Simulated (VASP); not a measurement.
# Pb (P6_3/mmc) in VASP: a series of runs

Runs on Pb. Level: PBE. Tasks: electric field gradients.

All numbers are computed with VASP 6.6.1; they aren't measurements. Logs are shortened: lines on timing, memory, paths and dates and some standing lists are left out, and cuts for length are marked.

**1. The cell of the first run**

The structure is hexagonal, space group P6_3/mmc (No. 194). The conventional cell has a = 3.410 Å, b = 3.410 Å, c = 5.477 Å, α = 90.00°, β = 90.00°, γ = 120.00°. Within 4.4 Å of Pb (site symmetry -6m2) lie 12 Pb at 3.37 to 3.41 Å.

This isn't the form of Pb at room conditions, which is fcc.

**2. Electric field gradients, PBE (27.57 Å³/atom)**

Contents of INCAR:

```
SYSTEM = Pb
ALGO = Normal
EDIFF = 1E-8
ENCUT = 520
GGA = PE
ISIF = 2
ISMEAR = -1
LASPH = .True.
LCHARG = .False.
LEFG = .True.
LREAL = .False.
LWAVE = .False.
NBANDS = 21
NELM = 80
PREC = Accurate
SIGMA = 0.08
```

Contents of KPOINTS:

```
k-points
0
Gamma
  14 14 8
  0 0 0
```

Contents of POSCAR:

```
Pb
1.0
    3.4095646533      0.0000000000      0.0000000000
   -1.7047823266      2.9527696056      0.0000000000
    0.0000000000      0.0000000000      5.4768570775
Pb
2
Direct
    0.3333333333      0.6666666667      0.2500000000
    0.6666666667      0.3333333333      0.7500000000
```

Potentials or basis: VASP PAW PBE potentials, release 64 (Pb_d).

Started as:

```sh
$ cat potpaw_PBE.64/Pb_d/POTCAR > POTCAR
$ mpirun -np 1 vasp_std > vasp.out
```

OUTCAR:

```text
SYSTEM = Pb
   EDIFF = 1E-8
   ENCUT = 520
   GGA = PE
   ISIF = 2
   ISMEAR = -1
   LASPH = .True.
   LREAL = .False.
   NELM = 80
   PREC = Accurate

 ion  position               nearest neighbor table
   1  0.333  0.667  0.250-   2 3.37   2 3.37   2 3.37   2 3.37   2 3.37   2 3.37
   2  0.667  0.333  0.750-   1 3.37   1 3.37   1 3.37   1 3.37   1 3.37   1 3.37

  LATTYP: Found a hexagonal cell.
 ALAT       =     3.4095646533
 C/A-ratio  =     1.6063215203

  Lattice vectors:

 A1 = (   3.4095646533,   0.0000000000,   0.0000000000)
 A2 = (  -1.7047823266,   2.9527696056,   0.0000000000)
 A3 = (   0.0000000000,   0.0000000000,   5.4768570775)

Analysis of symmetry for initial positions (statically):
=====================================================================
 Subroutine PRICEL returns:
 Original cell was already a primitive cell.

 Routine SETGRP: Setting up the symmetry group for a
 hexagonal supercell.

 Subroutine GETGRP returns: Found 24 space group operations
 (whereof 12 operations were pure point group operations)
 out of a pool of 24 trial point group operations.

The static configuration has the point symmetry D_3d.
 The point group associated with its full space group is D_6h.

Analysis of symmetry for dynamics (positions and initial velocities):
=====================================================================
 Subroutine PRICEL returns:
 Original cell was already a primitive cell.

 Routine SETGRP: Setting up the symmetry group for a
 hexagonal supercell.

 Subroutine GETGRP returns: Found 24 space group operations
 (whereof 12 operations were pure point group operations)
 out of a pool of 24 trial point group operations.

The dynamic configuration has the point symmetry D_3d.
 The point group associated with its full space group is D_6h.

 Subroutine INISYM returns: Found 24 space group operations
 (whereof 12 operations are pure point group operations),
 and found     1 'primitive' translations

----------------------------------------------------------------------------------------

                                     Primitive cell

  volume of cell :      55.1391

[... 121 lines left out ...]
  volume of cell :       55.14
 maximum number of plane-waves:      1508
 NGX is ok and might be reduce to    28
   NGX = 13   NGY = 13   NGZ = 21

 number of electron      27.9999996 magnetization

 Free energy of the ion-electron system (eV)
  ---------------------------------------------------
  ext. energy  EPLUGINS =         0.00000000
  ---------------------------------------------------
  free energy    TOTEN  =        -6.91426615 eV

  energy without entropy =       -6.89147976  energy(sigma->0) =       -6.90287296

 E-fermi :   8.3721     XC(G=0): -10.6528

 val. band max:        8.3514234485   @ k =   0.2143   0.0714   0.1250
 cond. band min:       8.3819957370   @ k =   0.2143   0.1429   0.3750
 fundamental gap:      0.0305722885
 Fermi energy:         8.3721430678

 k-point     1 :       0.0000    0.0000    0.0000
  band No.  band energies     occupation
      1      -8.8222      2.00000
      2      -8.7512      2.00000
      3      -8.7374      2.00000
      4      -8.7374      2.00000
      5      -8.7066      2.00000
      6      -8.7066      2.00000
[... 565 lines left out ...]
     20      21.2170      0.00000
     21      23.2159      0.00000

 [... further k-points ...]

------------------------ aborting loop because EDIFF is reached ----------------------------------------

  FORCE on cell =-STRESS in cart. coord.  units (eV):
  Direction    XX          YY          ZZ          XY          YZ          ZX
  --------------------------------------------------------------------------------------
  -------------------------------------------------------------------------------------
  Total        2.4795447      2.4795447      3.3580511      0.0000000      0.0000000      0.0000000
  in kB       72.0481142     72.0481142     97.5748718      0.0000000      0.0000000      0.0000000
  external PRESSURE =      80.5570334 kB  Pullay stress =       0.0000000 kB

 VOLUME and BASIS-vectors are now :
 -----------------------------------------------------------------------------
  energy-cutoff  :      520.00
  volume of cell :       55.14
      direct lattice vectors                 reciprocal lattice vectors
     3.409564653  0.000000000  0.000000000     0.293292576  0.169332548  0.000000000
    -1.704782327  2.952769606  0.000000000     0.000000000  0.338665095  0.000000000
     0.000000000  0.000000000  5.476857078     0.000000000  0.000000000  0.182586470

 POSITION                                       TOTAL-FORCE (eV/Angst)
 -----------------------------------------------------------------------------------
     -0.00000      1.96851      1.36921        -0.000000      0.000000      0.000000
      1.70478      0.98426      4.10764         0.000000     -0.000000      0.000000
 -----------------------------------------------------------------------------------
    total drift:                               -0.000000      0.000000      0.000000

  FREE ENERGIE OF THE ION-ELECTRON SYSTEM (eV)
  ---------------------------------------------------
  free  energy   TOTEN  =        -6.9142661506 eV

  energy  without entropy=       -6.8914797644  energy(sigma->0) =       -6.90287296

 Electric field gradients (V/A^2)
---------------------------------------------------------------------
 ion       V_xx      V_yy      V_zz      V_xy      V_xz      V_yz
---------------------------------------------------------------------
   1      29.923    29.921   -59.844    -0.001     0.000    -0.000
   2      29.923    29.921   -59.844    -0.001    -0.000     0.000
---------------------------------------------------------------------

 Electric field gradients after diagonalization (V/A^2)
 (convention: |V_zz| > |V_xx| > |V_yy|)
----------------------------------------------------------------------
 ion       V_xx      V_yy      V_zz     asymmetry (V_yy - V_xx)/ V_zz
----------------------------------------------------------------------
   1      29.923    29.921   -59.844       0.000
   2      29.923    29.921   -59.844       0.000
----------------------------------------------------------------------

           NMR quadrupolar parameters

 Cq : quadrupolar parameter    Cq=e*Q*V_zz/h
 eta: asymmetry parameters     (V_yy - V_xx)/ V_zz
 Q  : nuclear electric quadrupole moment in mb (millibarn)
----------------------------------------------------------------------
 ion       Cq(MHz)       eta       Q (mb)
----------------------------------------------------------------------
   1      -0.145       0.000       1.000
   2      -0.145       0.000       1.000
----------------------------------------------------------------------
```

It took 49 s on 1 thread of Intel Xeon 6975P-C (Granite Rapids), shared host; peak memory 0.24 GiB.

Results:

```yaml
Free_energy: -6.9143 eV
Pressure: 8.1 GPa
Band_gap_on_the_k_mesh: zero (bands 14 and 15 overlap by 7.94 eV)
Largest_electric_field_gradient_by_atom: Pb -59.8 V/Å²
```

Electric field gradients, principal values (V/Å²):
```tsv
atom	least	middle	greatest (by size)
1 Pb	29.921	29.923	-59.844
2 Pb	29.921	29.923	-59.844
```

Caveat: the cell stands under pressure; without QUAD_EFG the Cq values of the log hold for a quadrupole moment of 1 mb, not for the nuclei; spin-orbit coupling is left out, which moves the levels of the heavy elements.

**3. Electric field gradients, PBE (27.57 Å³/atom)**

Contents of INCAR:

```
PREC = Accurate
ENCUT = 520
EDIFF = 1E-8
ISMEAR = -1
SIGMA = 0.08
LREAL = F
LASPH = T
NELM = 80
ALGO = Normal
ISIF = 2
LWAVE = F
LCHARG = F
GGA = PE
LEFG = T
NBANDS = 21
```

Contents of KPOINTS:

```
Automatic mesh
0
Gamma
  14 14 8
```

POSCAR is that of step 2.

Potentials or basis: VASP PAW PBE potentials, release 64 (Pb_d).

Started as:

```sh
$ cat potpaw_PBE.64/Pb_d/POTCAR > POTCAR
$ mpirun -np 1 vasp_std > vasp.out
```

OUTCAR:

```text
PREC = Accurate
   ENCUT = 520
   EDIFF = 1E-8
   ISMEAR = -1
   LREAL = F
   LASPH = T
   NELM = 80
   ISIF = 2
   GGA = PE

 ion  position               nearest neighbor table
   1  0.333  0.667  0.250-   2 3.37   2 3.37   2 3.37   2 3.37   2 3.37   2 3.37
   2  0.667  0.333  0.750-   1 3.37   1 3.37   1 3.37   1 3.37   1 3.37   1 3.37

  LATTYP: Found a hexagonal cell.
 ALAT       =     3.4095646533
 C/A-ratio  =     1.6063215203

  Lattice vectors:

 A1 = (   3.4095646533,   0.0000000000,   0.0000000000)
 A2 = (  -1.7047823266,   2.9527696056,   0.0000000000)
 A3 = (   0.0000000000,   0.0000000000,   5.4768570775)

Analysis of symmetry for initial positions (statically):
=====================================================================
 Subroutine PRICEL returns:
 Original cell was already a primitive cell.

 Routine SETGRP: Setting up the symmetry group for a
 hexagonal supercell.

 Subroutine GETGRP returns: Found 24 space group operations
 (whereof 12 operations were pure point group operations)
 out of a pool of 24 trial point group operations.

The static configuration has the point symmetry D_3d.
 The point group associated with its full space group is D_6h.

Analysis of symmetry for dynamics (positions and initial velocities):
=====================================================================
 Subroutine PRICEL returns:
 Original cell was already a primitive cell.

 Routine SETGRP: Setting up the symmetry group for a
 hexagonal supercell.

 Subroutine GETGRP returns: Found 24 space group operations
 (whereof 12 operations were pure point group operations)
 out of a pool of 24 trial point group operations.

The dynamic configuration has the point symmetry D_3d.
 The point group associated with its full space group is D_6h.

 Subroutine INISYM returns: Found 24 space group operations
 (whereof 12 operations are pure point group operations),
 and found     1 'primitive' translations

----------------------------------------------------------------------------------------

                                     Primitive cell

  volume of cell :      55.1391

  direct lattice vectors                    reciprocal lattice vectors
     3.409564653  0.000000000  0.000000000     0.293292576  0.169332548  0.000000000
    -1.704782327  2.952769606  0.000000000     0.000000000  0.338665095  0.000000000
     0.000000000  0.000000000  5.476857078     0.000000000  0.000000000  0.182586470

  length of vectors
     3.409564653  3.409564653  5.476857078     0.338665095  0.338665095  0.182586470

  position of ions in fractional coordinates (direct lattice)
     0.333333333  0.666666667  0.250000000
     0.666666667  0.333333333  0.750000000

  ion indices of the primitive-cell ions
   primitive index   ion index
                 1           1
                 2           2

----------------------------------------------------------------------------------------
[... 74 lines left out ...]
   IBRION =     -1    ionic relax: 0-MD 1-quasi-New 2-CG
   NFREE  =      0    steps in history (QN), initial steepest desc. (CG)
   ISIF   =      2    stress and relaxation
   ISYM   =      2    0-nonsym 1-usesym 2-fastsym
   POTIM  = 0.5000    time-step for ionic-motion
   TEBEG  =    0.0;   TEEND  =   0.0 temperature during run
   PSTRESS=    0.0 pullay stress
   NELECT =      28.0000    total number of electrons
   NUPDOWN=      -1.0000    fix difference up-down
   EMIN   =  10.00;   EMAX   =-10.00  energy-range for DOS
   EFERMI =   0.00;   METHOD = LEGACY
   ISMEAR =    -1;   SIGMA  =   0.08  broadening in eV -4-tet -1-fermi 0-gaus
   EFERMI_NEDOS =   21; number of points for ismear=-14 and -15
   IALGO  =     38    algorithm
   IMIX   =      4    mixing-type and parameters
     AMIX     =   0.40;   BMIX     =  1.00
     AMIX_MAG =   1.60;   BMIX_MAG =  1.00
  volume/ion in A,a.u.               =      27.57       186.05
  Fermi-wavevector in a.u.,A,eV,Ry     =   1.306093  2.468158 23.209903  1.705880
  Thomas-Fermi vector in A             =   2.436918
   LORBIT       =      0    0 simple, 1 ext, 2 COOP (PROOUT), +10 PAW based schemes
   GGA     = PE    functional components
   LHFCALC =     F    Hartree Fock is set to
   AEXX    =    0.0000 exact exchange contribution
   IVDW    =     0    specifies the selected vdW correction
   LEPSILON=     F    determine dielectric tensor
   LRPA    =     F    only Hartree local field effects (RPA)
 non-spin polarized calculation
  energy-cutoff  :      520.00
  volume of cell :       55.14
 maximum number of plane-waves:      1508
 NGX is ok and might be reduce to    28
   NGX = 13   NGY = 13   NGZ = 21

 number of electron      27.9999996 magnetization

 Free energy of the ion-electron system (eV)
  ---------------------------------------------------
  ext. energy  EPLUGINS =         0.00000000
  ---------------------------------------------------
  free energy    TOTEN  =        -6.91426615 eV

  energy without entropy =       -6.89147976  energy(sigma->0) =       -6.90287296

 E-fermi :   8.3721     XC(G=0): -10.6528

 val. band max:        8.3514234485   @ k =   0.2143   0.0714   0.1250
 cond. band min:       8.3819957370   @ k =   0.2143   0.1429   0.3750
 fundamental gap:      0.0305722885
 Fermi energy:         8.3721430678

 k-point     1 :       0.0000    0.0000    0.0000
  band No.  band energies     occupation
      1      -8.8222      2.00000
      2      -8.7512      2.00000
      3      -8.7374      2.00000
      4      -8.7374      2.00000
      5      -8.7066      2.00000
      6      -8.7066      2.00000
[... 565 lines left out ...]
     20      21.2170      0.00000
     21      23.2159      0.00000

 [... further k-points ...]

------------------------ aborting loop because EDIFF is reached ----------------------------------------

  FORCE on cell =-STRESS in cart. coord.  units (eV):
  Direction    XX          YY          ZZ          XY          YZ          ZX
  --------------------------------------------------------------------------------------
  -------------------------------------------------------------------------------------
  Total        2.4795447      2.4795447      3.3580511      0.0000000      0.0000000      0.0000000
  in kB       72.0481142     72.0481142     97.5748718      0.0000000      0.0000000      0.0000000
  external PRESSURE =      80.5570334 kB  Pullay stress =       0.0000000 kB

 VOLUME and BASIS-vectors are now :
 -----------------------------------------------------------------------------
  energy-cutoff  :      520.00
  volume of cell :       55.14
      direct lattice vectors                 reciprocal lattice vectors
     3.409564653  0.000000000  0.000000000     0.293292576  0.169332548  0.000000000
    -1.704782327  2.952769606  0.000000000     0.000000000  0.338665095  0.000000000
     0.000000000  0.000000000  5.476857078     0.000000000  0.000000000  0.182586470

 POSITION                                       TOTAL-FORCE (eV/Angst)
 -----------------------------------------------------------------------------------
     -0.00000      1.96851      1.36921        -0.000000      0.000000      0.000000
      1.70478      0.98426      4.10764         0.000000     -0.000000      0.000000
 -----------------------------------------------------------------------------------
    total drift:                               -0.000000      0.000000      0.000000

  FREE ENERGIE OF THE ION-ELECTRON SYSTEM (eV)
  ---------------------------------------------------
  free  energy   TOTEN  =        -6.9142661506 eV

  energy  without entropy=       -6.8914797644  energy(sigma->0) =       -6.90287296

 Electric field gradients (V/A^2)
---------------------------------------------------------------------
 ion       V_xx      V_yy      V_zz      V_xy      V_xz      V_yz
---------------------------------------------------------------------
   1      29.923    29.921   -59.844    -0.001     0.000    -0.000
   2      29.923    29.921   -59.844    -0.001    -0.000     0.000
---------------------------------------------------------------------

 Electric field gradients after diagonalization (V/A^2)
 (convention: |V_zz| > |V_xx| > |V_yy|)
----------------------------------------------------------------------
 ion       V_xx      V_yy      V_zz     asymmetry (V_yy - V_xx)/ V_zz
----------------------------------------------------------------------
   1      29.923    29.921   -59.844       0.000
   2      29.923    29.921   -59.844       0.000
----------------------------------------------------------------------

           NMR quadrupolar parameters

 Cq : quadrupolar parameter    Cq=e*Q*V_zz/h
 eta: asymmetry parameters     (V_yy - V_xx)/ V_zz
 Q  : nuclear electric quadrupole moment in mb (millibarn)
----------------------------------------------------------------------
 ion       Cq(MHz)       eta       Q (mb)
----------------------------------------------------------------------
   1      -0.145       0.000       1.000
   2      -0.145       0.000       1.000
----------------------------------------------------------------------
```

stdout:

```text
POSCAR found type information on POSCAR Pb
 POSCAR found :  1 types and       2 ions
 scaLAPACK will be used
 LDA part: xc-table for (Slater+PW92), standard interpolation
 POSCAR, INCAR and KPOINTS ok, starting setup
 FFT: planning ... GRIDC
 FFT: planning ... GRID_SOFT
 FFT: planning ... GRID
 WAVECAR not read
 entering main loop
ion   1

ion   2
```

Wall time 60 s (1 thread of Intel Xeon 6975P-C (Granite Rapids), shared host); peak memory 0.24 GiB.

What came out:

```
Free energy                             : -6.9143 eV
Pressure                                : 8.1 GPa
Band gap on the k mesh                  : zero (bands 14 and 15 overlap by 7.94 eV)
Largest electric field gradient by atom : Pb -59.8 V/Å²
```

Levels at points of the mesh, in eV from the Fermi level:
```csv
k point,band 10,band 11,band 12,band 13,band 14,band 15,band 16,band 17,band 18,band 19
"(0.00, 0.00, 0.00)",-16.79,-12.42,-8.04,-4.62,5.94,5.94,7.99,7.99,8.72,9.14
"(0.50, 0.00, 0.00)",-16.76,-8.52,-7.21,-2.96,-1.49,-0.60,1.84,2.04,6.16,6.37
"(0.00, 0.00, 0.50)",-16.87,-11.04,-11.04,1.16,1.16,6.92,6.92,6.92,6.92,9.34
"(0.50, 0.00, 0.50)",-16.78,-7.56,-7.56,-4.09,-4.09,3.62,3.62,4.03,4.03,7.16
```

Electric field gradients, principal values (V/Å²):
| atom | least | middle | greatest (by size) |
| --- | --- | --- | --- |
| 1 Pb | 29.921 | 29.923 | -59.844 |
| 2 Pb | 29.921 | 29.923 | -59.844 |

Caveat: the cell stands under pressure; without QUAD_EFG the Cq values of the log hold for a quadrupole moment of 1 mb, not for the nuclei; spin-orbit coupling is left out, which moves the levels of the heavy elements.

The gap in the log of VASP goes by the Fermi energy; the results here count the filled bands.